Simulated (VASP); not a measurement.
# Te2Mo in VASP: further runs

Aim: see how the results for Te2Mo move with the level of theory and the settings. Levels: LDA, RPBE+D4, PBE. Tasks: relaxation of cell and atoms, single point.

All numbers are computed with VASP 6.6.1; they aren't measurements. Logs are shortened: lines on timing, memory, paths and dates and some standing lists are left out, and cuts for length are marked.

## 1. The cell of the first run

The cell holds a slab with vacuum, 9 atoms: a = 3.562 Å, b = 3.562 Å, c = 31.563 Å, α = 90.00°, β = 90.00°, γ = 120.00°.

## 2. Relaxation of cell and atoms, LDA

INCAR reads:

```
ALGO = Normal
EDIFF = 1E-7
EDIFFG = -0.01
ENCUT = 600
GGA = CA
IBRION = 2
ISIF = 3
ISMEAR = -1
LASPH = T
LCHARG = F
LREAL = F
LWAVE = F
NELM = 60
NSW = 60
PREC = Accurate
SIGMA = 0.05
```

KPOINTS reads:

```
k-points
0
Gamma
  9 9 1
```

POSCAR reads:

```
Te2Mo
1.0
    3.5624185427      0.0000000000      0.0000000000
   -1.7812092714      3.0851449569      0.0000000000
    0.0000000000      0.0000000000     31.5632657400
Te Mo
6 3
Direct
    0.0000000000      0.0000000000      0.0567620800
    0.3333333333      0.6666666667      0.2889862200
    0.3333333333      0.6666666667      0.8244042500
    0.3333333333      0.6666666667      0.1755957500
    0.3333333333      0.6666666667      0.7110137800
    0.0000000000      0.0000000000      0.9432379200
    0.3333333333      0.6666666667      0.0000000000
    0.0000000000      0.0000000000      0.2323060100
    0.0000000000      0.0000000000      0.7676939900
```

Potentials or basis: VASP PAW LDA potentials, release 64 (Te, Mo_sv).

Command:

```console
cat potpaw_LDA.64/Te/POTCAR potpaw_LDA.64/Mo_sv/POTCAR > POTCAR
mpirun -np 1 vasp_std > vasp.out
```

OUTCAR:

```text
EDIFF = 1E-7
   EDIFFG = -0.01
   ENCUT = 600
   GGA = CA
   IBRION = 2
   ISIF = 3
   ISMEAR = -1
   LASPH = T
   LREAL = F
   NELM = 60
   NSW = 60
   PREC = Accurate

 ion  position               nearest neighbor table
   1  0.000  0.000  0.057-   7 2.73   7 2.73   7 2.73   6 3.58
   2  0.333  0.667  0.289-   8 2.73   8 2.73   8 2.73   4 3.58
   3  0.333  0.667  0.824-   9 2.73   9 2.73   9 2.73   5 3.58
   4  0.333  0.667  0.176-   8 2.73   8 2.73   8 2.73   2 3.58
   5  0.333  0.667  0.711-   9 2.73   9 2.73   9 2.73   3 3.58
   6  0.000  0.000  0.943-   7 2.73   7 2.73   7 2.73   1 3.58
   7  0.333  0.667  0.000-   1 2.73   6 2.73   1 2.73   6 2.73   1 2.73   6 2.73
   8  0.000  0.000  0.232-   2 2.73   2 2.73   2 2.73   4 2.73   4 2.73   4 2.73
   9  0.000  0.000  0.768-   5 2.73   5 2.73   5 2.73   3 2.73   3 2.73   3 2.73

  LATTYP: Found a hexagonal cell.
 ALAT       =     3.5624185427
 C/A-ratio  =     8.8600666546

  Lattice vectors:

 A1 = (   3.5624185427,   0.0000000000,   0.0000000000)
 A2 = (  -1.7812092714,   3.0851449569,   0.0000000000)
 A3 = (   0.0000000000,   0.0000000000,  31.5632657400)

Analysis of symmetry for initial positions (statically):
=====================================================================
 Subroutine PRICEL returns:
 Original cell was already a primitive cell.

 Routine SETGRP: Setting up the symmetry group for a
 hexagonal supercell.

 Subroutine GETGRP returns: Found 12 space group operations
 (whereof 12 operations were pure point group operations)
 out of a pool of 24 trial point group operations.

The static configuration has the point symmetry D_3h.

Analysis of symmetry for dynamics (positions and initial velocities):
=====================================================================
 Subroutine PRICEL returns:
 Original cell was already a primitive cell.

 Routine SETGRP: Setting up the symmetry group for a
 hexagonal supercell.

 Subroutine GETGRP returns: Found 12 space group operations
 (whereof 12 operations were pure point group operations)
 out of a pool of 24 trial point group operations.

The dynamic configuration has the point symmetry D_3h.

 Subroutine INISYM returns: Found 12 space group operations
 (whereof 12 operations are pure point group operations),
 and found     1 'primitive' translations

----------------------------------------------------------------------------------------

                                     Primitive cell

  volume of cell :     346.8985

  direct lattice vectors                    reciprocal lattice vectors
     3.562418543  0.000000000  0.000000000     0.280708173  0.162066939  0.000000000
    -1.781209271  3.085144957  0.000000000     0.000000000  0.324133878  0.000000000
     0.000000000  0.000000000 31.563265740     0.000000000  0.000000000  0.031682400

  length of vectors
     3.562418543  3.562418543 31.563265740     0.324133878  0.324133878  0.031682400

  position of ions in fractional coordinates (direct lattice)
     0.000000000  0.000000000  0.056762080
     0.333333333  0.666666667  0.288986220
     0.333333333  0.666666667  0.824404250
     0.333333333  0.666666667  0.175595750
     0.333333333  0.666666667  0.711013780
     0.000000000  0.000000000  0.943237920
     0.333333333  0.666666667  0.000000000
     0.000000000  0.000000000  0.232306010
     0.000000000  0.000000000  0.767693990

  ion indices of the primitive-cell ions
   primitive index   ion index
                 1           1
                 2           2
                 3           3
                 4           4
                 5           5
                 6           6
                 7           7
                 8           8
                 9           9

----------------------------------------------------------------------------------------

 KPOINTS: k-points

Automatic generation of k-mesh.
 Grid dimensions read from file:
 generate k-points for:    9    9    1

 Generating k-lattice:

  Cartesian coordinates                     Fractional coordinates (reciprocal lattice)
     0.031189797  0.018007438  0.000000000     0.111111111  0.000000000  0.000000000
     0.000000000  0.036014875  0.000000000     0.000000000  0.111111111  0.000000000
     0.000000000  0.000000000  0.031682400     0.000000000  0.000000000  1.000000000

  Length of vectors
     0.036014875  0.036014875  0.031682400

  Shift w.r.t. Gamma in fractional coordinates (k-lattice)
     0.000000000  0.000000000  0.000000000

 Subroutine IBZKPT returns following result:
 ===========================================

 Found     12 irreducible k-points:

 Following reciprocal coordinates:
            Coordinates               Weight
  0.000000  0.000000  0.000000      1.000000
  0.111111  0.000000  0.000000      6.000000
  0.222222  0.000000  0.000000      6.000000
  0.333333  0.000000  0.000000      6.000000
  0.444444  0.000000  0.000000      6.000000
  0.111111  0.111111  0.000000      6.000000
  0.222222  0.111111  0.000000     12.000000
  0.333333  0.111111  0.000000     12.000000
  0.444444  0.111111  0.000000      6.000000
  0.222222  0.222222  0.000000      6.000000
  0.333333  0.222222  0.000000     12.000000
  0.333333  0.333333  0.000000      2.000000
   k-points           NKPTS =     12   k-points in BZ     NKDIM =     12   number of bands    NBANDS=     46
   number of dos      NEDOS =    301   number of ions     NIONS =      9
   total plane-waves  NPLWV = 197568
   dimension x,y,z NGX =    28 NGY =   28 NGZ =  252
   dimension x,y,z NGXF=    56 NGYF=   56 NGZF=  504
   ions per type =               6   3
   NGX,Y,Z   is equivalent  to a cutoff of  13.07, 13.07, 13.27 a.u.
   NGXF,Y,Z  is equivalent  to a cutoff of  26.13, 26.13, 26.55 a.u.
 SYSTEM =  unknown system
   PREC   = accura    normal or accurate (medium, high low for compatibility)
   ISTART =      0    job   : 0-new  1-cont  2-samecut
   ICHARG =      2    charge: 1-file 2-atom 10-const
   ISPIN  =      1    spin polarized calculation?
   LNONCOLLINEAR =      F non collinear calculations
   LSORBIT =      F    spin-orbit coupling
   LASPH  =      T    aspherical Exc in radial PAW
   ENCUT  =  600.0 eV  44.10 Ry    6.64 a.u.   7.12  7.12 63.04*2*pi/ulx,y,z
   NELM   =     60;   NELMIN=  2; NELMDL= -5     # of ELM steps
   EDIFF  = 0.1E-06   stopping-criterion for ELM
   LREAL  =      F    real-space projection
   EDIFFG = -.1E-01   stopping-criterion for IOM
   NSW    =     60    number of steps for IOM
   IBRION =      2    ionic relax: 0-MD 1-quasi-New 2-CG
   NFREE  =      1    steps in history (QN), initial steepest desc. (CG)
   ISIF   =      3    stress and relaxation
   ISYM   =      2    0-nonsym 1-usesym 2-fastsym
   POTIM  = 0.5000    time-step for ionic-motion
   TEBEG  =    0.0;   TEEND  =   0.0 temperature during run
   PSTRESS=    0.0 pullay stress
   NELECT =      78.0000    total number of electrons
   NUPDOWN=      -1.0000    fix difference up-down
   EMIN   =  10.00;   EMAX   =-10.00  energy-range for DOS
   EFERMI =   0.00;   METHOD = LEGACY
   ISMEAR =    -1;   SIGMA  =   0.05  broadening in eV -4-tet -1-fermi 0-gaus
   EFERMI_NEDOS =   21; number of points for ismear=-14 and -15
   IALGO  =     38    algorithm
   IMIX   =      4    mixing-type and parameters
     AMIX     =   0.40;   BMIX     =  1.00
     AMIX_MAG =   1.60;   BMIX_MAG =  1.00
  volume/ion in A,a.u.               =      38.54       260.11
  Fermi-wavevector in a.u.,A,eV,Ry     =   0.995495  1.881212 13.483501  0.991009
  Thomas-Fermi vector in A             =   2.127518
   LORBIT       =      0    0 simple, 1 ext, 2 COOP (PROOUT), +10 PAW based schemes
   GGA     = CA    functional components
   LHFCALC =     F    Hartree Fock is set to
   AEXX    =    0.0000 exact exchange contribution
   IVDW    =     0    specifies the selected vdW correction
   LEPSILON=     F    determine dielectric tensor
   LRPA    =     F    only Hartree local field effects (RPA)
 conjugate gradient relaxation of ions
 non-spin polarized calculation
  energy-cutoff  :      600.00
  volume of cell :      346.90
 maximum number of plane-waves:     11649
   NGX = 15   NGY = 15   NGZ =127

--------------------------------------- Ionic step        1  -------------------------------------------

 number of electron      78.0000002 magnetization

 Free energy of the ion-electron system (eV)
  ---------------------------------------------------
  ext. energy  EPLUGINS =         0.00000000
  ---------------------------------------------------
  free energy    TOTEN  =       -61.49041382 eV

  energy without entropy =      -61.49040416  energy(sigma->0) =      -61.49040899

------------------------ aborting loop because EDIFF is reached ----------------------------------------

  FORCE on cell =-STRESS in cart. coord.  units (eV):
  Direction    XX          YY          ZZ          XY          YZ          ZX
  --------------------------------------------------------------------------------------
  -------------------------------------------------------------------------------------
  Total       -7.1807551     -7.1807551     -4.9239577      0.0000000     -0.0000000      0.0000000
  in kB      -33.1648661    -33.1648661    -22.7416750      0.0000000     -0.0000000      0.0000000
  external PRESSURE =     -29.6904691 kB  Pullay stress =       0.0000000 kB
[... 110 lines left out ...]
  FREE ENERGIE OF THE ION-ELECTRON SYSTEM (eV)
  ---------------------------------------------------
  free  energy   TOTEN  =       -61.6408081346 eV

  energy  without entropy=      -61.6408026467  energy(sigma->0) =      -61.64080539

 E-fermi :   4.8762     XC(G=0):  -7.9428

 val. band max:        4.4647335927   @ k =   0.0000   0.0000   0.0000
 cond. band min:       5.3178229006   @ k =   0.2222   0.2222   0.0000
 fundamental gap:      0.8530893079
 Fermi energy:         4.8762211923

 k-point     1 :       0.0000    0.0000    0.0000
  band No.  band energies     occupation
      1     -55.9379      2.00000
      2     -55.9379      2.00000
      3     -55.9287      2.00000
      4     -30.3380      2.00000
      5     -30.3379      2.00000
      6     -30.3250      2.00000
[... 577 lines left out ...]
     45       6.5030      0.00000
     46       6.9331      0.00000

[... ionic steps 4 to 19 ...]

--------------------------------------- Ionic step       20  -------------------------------------------

 number of electron      77.9999998 magnetization

------------------------ aborting loop because EDIFF is reached ----------------------------------------
[... 81 lines left out ...]
--------------------------------------- Ionic step       22  -------------------------------------------

 number of electron      77.9999998 magnetization

 Free energy of the ion-electron system (eV)
  ---------------------------------------------------
  ext. energy  EPLUGINS =         0.00000000
  ---------------------------------------------------
  free energy    TOTEN  =       -61.74276777 eV

  energy without entropy =      -61.74274140  energy(sigma->0) =      -61.74275458

 E-fermi :   4.7869     XC(G=0):  -7.8985

 val. band max:        4.3773989306   @ k =   0.0000   0.0000   0.0000
 cond. band min:       5.2354813929   @ k =   0.2222   0.2222   0.0000
 fundamental gap:      0.8580824623
 Fermi energy:         4.7868660353

 k-point     1 :       0.0000    0.0000    0.0000
  band No.  band energies     occupation
      1     -56.0341      2.00000
      2     -56.0294      2.00000
      3     -56.0294      2.00000
      4     -30.4233      2.00000
      5     -30.4211      2.00000
      6     -30.4211      2.00000
[... 613 lines left out ...]
  FREE ENERGIE OF THE ION-ELECTRON SYSTEM (eV)
  ---------------------------------------------------
  free  energy   TOTEN  =       -61.7427677723 eV

  energy  without entropy=      -61.7427413960  energy(sigma->0) =      -61.74275458

 reached required accuracy - stopping structural energy minimisation
```

It took 59 min on 1 thread of Intel Xeon 6975P-C (Granite Rapids), shared host; peak memory 0.54 GiB.

What came out:

* Free energy: -61.7428 eV
* Relaxed cell: a = 3.473 Å, b = 3.473 Å, c = 29.835 Å, α = 90.00°, β = 90.00°, γ = 120.00°
* Space group after relaxing (to 0.1 Å): P-6m2 (No. 187)
* Energy gained by relaxing: 28.0 meV/atom
* Ionic steps: 22
* Largest force after relaxing: 0.010 eV/Å
* Band gap on the k mesh: 0.86 eV (least direct gap 1.15 eV)

Forces in eV/Å, atoms in the order of the input:
```
Te   0.000  0.000  0.005
Te   0.000  0.000  0.009
Te   0.000  0.000  0.010
Te   0.000  0.000 -0.010
Te   0.000  0.000 -0.009
Te   0.000  0.000 -0.005
Mo   0.000  0.000  0.000
Mo   0.000  0.000 -0.005
Mo   0.000  0.000  0.005
```

The path:
```tsv
step	energy change (eV)	largest force (eV/Å)	pressure (GPa)	volume (Å³)
1	0.0000	0.3723	-2.97	346.90
2	0.1978	1.4959	5.49	312.24
3	-0.1504	0.3819	-0.06	332.53
4	-0.1896	0.1455	-0.10	329.13
5	-0.1905	0.1030	-0.11	328.50
6	-0.1949	0.1373	0.01	327.17
7	-0.2050	0.2392	0.38	323.21
8	-0.2091	0.4519	1.20	315.35
9	-0.2101	0.3934	0.96	317.54
10	-0.2108	0.3917	0.96	317.43
11	-0.2127	0.3866	0.94	317.12
12	-0.2164	0.3764	0.92	316.49
13	-0.2232	0.3563	0.86	315.23
14	-0.2343	0.3137	0.78	312.72
15	-0.2437	0.2290	0.65	307.68
16	-0.2481	0.1667	0.40	308.97
17	-0.2512	0.0725	-0.04	311.23
18	-0.2516	0.0540	-0.01	311.25
19	-0.2522	0.0340	0.06	311.28
20	-0.2523	0.0228	0.02	311.45
21	-0.2523	0.0148	-0.03	311.65
22	-0.2524	0.0099	-0.02	311.58
```

Final structure:
```yaml
crystal:
  lattice:
    - [3.47261, 0.00000, 0.00000]
    - [-1.73630, 3.00736, 0.00000]
    - [0.00000, 0.00000, 29.83480]
  atoms:
    - { symbol: Te, position: [0.00000, 0.00000, 0.06034] }
    - { symbol: Te, position: [0.33333, 0.66667, 0.29132] }
    - { symbol: Te, position: [0.33333, 0.66667, 0.82920] }
    - { symbol: Te, position: [0.33333, 0.66667, 0.17080] }
    - { symbol: Te, position: [0.33333, 0.66667, 0.70868] }
    - { symbol: Te, position: [0.00000, 0.00000, 0.93966] }
    - { symbol: Mo, position: [0.33333, 0.66667, 0.00000] }
    - { symbol: Mo, position: [0.00000, 0.00000, 0.23116] }
    - { symbol: Mo, position: [0.00000, 0.00000, 0.76884] }
```

Caveat: spin-orbit coupling is left out, which moves the levels of the heavy elements.

## 3. Single point, RPBE+D4

This run uses another cell than the first one.

INCAR reads:

```
SYSTEM = Te2Mo
PREC = Accurate
ENCUT = 520
EDIFF = 1E-6
ISMEAR = -1
SIGMA = 0.05
LREAL = .False.
LASPH = .True.
NELM = 60
ALGO = Normal
ISIF = 2
LWAVE = .False.
LCHARG = .False.
GGA = RP
IVDW = 13
NBANDS = 49
```

KPOINTS reads:

```
Automatic mesh
0
Gamma
  7 7 1
  0 0 0
```

POSCAR reads:

```
Te2Mo
1.0
    3.4777173013      0.0000000000      0.0000000000
   -1.7388586506      3.0117915300      0.0000000000
    0.0000000000      0.0000000000     29.9833696536
Te Mo
6 3
Direct
    0.0000000000      0.0000000000      0.0607618476
    0.3333333333      0.6666666667      0.2852214385
    0.3333333333      0.6666666667      0.8363512281
    0.3333333333      0.6666666667      0.1636487719
    0.3333333333      0.6666666667      0.7147785615
    0.0000000000      0.0000000000      0.9392381524
    0.3333333333      0.6666666667      0.0000000000
    0.0000000000      0.0000000000      0.2244823598
    0.0000000000      0.0000000000      0.7755176402
```

Potentials or basis: VASP PAW PBE potentials, release 64 (Te, Mo_sv).

Command:

```console
cat potpaw_PBE.64/Te/POTCAR potpaw_PBE.64/Mo_sv/POTCAR > POTCAR
mpirun -np 1 vasp_std > vasp.out
```

Run time: 4.9 min. Hardware: 1 thread of AMD EPYC 7R43 (Zen 3), shared host; peak memory 0.41 GiB.

It converged, with:

```yaml
Free_energy: -59.1068 eV
Largest_force: 0.012 eV/Å
Band_gap_on_the_k_mesh: 0.76 eV (least direct gap 1.32 eV)
Dispersion_energy_per_atom: -1.038 eV
```

Forces on the atoms (eV/Å):
```
Te   0.000  0.000 -0.002
Te   0.000  0.000  0.003
Te   0.000  0.000 -0.012
Te   0.000  0.000  0.012
Te   0.000  0.000 -0.003
Te   0.000  0.000  0.002
Mo   0.000  0.000  0.000
Mo   0.000  0.000  0.009
Mo   0.000  0.000 -0.009
```

Levels at points of the mesh, in eV from the valence-band top:
| k point | band 36 | band 37 | band 38 | band 39 | band 40 | band 41 | band 42 | band 43 |
| --- | --- | --- | --- | --- | --- | --- | --- | --- |
| (0.00, 0.00, 0.00) | -1.05 | -1.05 | -0.02 | 0.00 | 2.85 | 2.85 | 2.91 | 2.91 |

Caveat: the PAW data sets were made with another functional, which shifts forces and pressure a little; spin-orbit coupling is left out, which moves the levels of the heavy elements.

(Continued in part 2 of 2.)
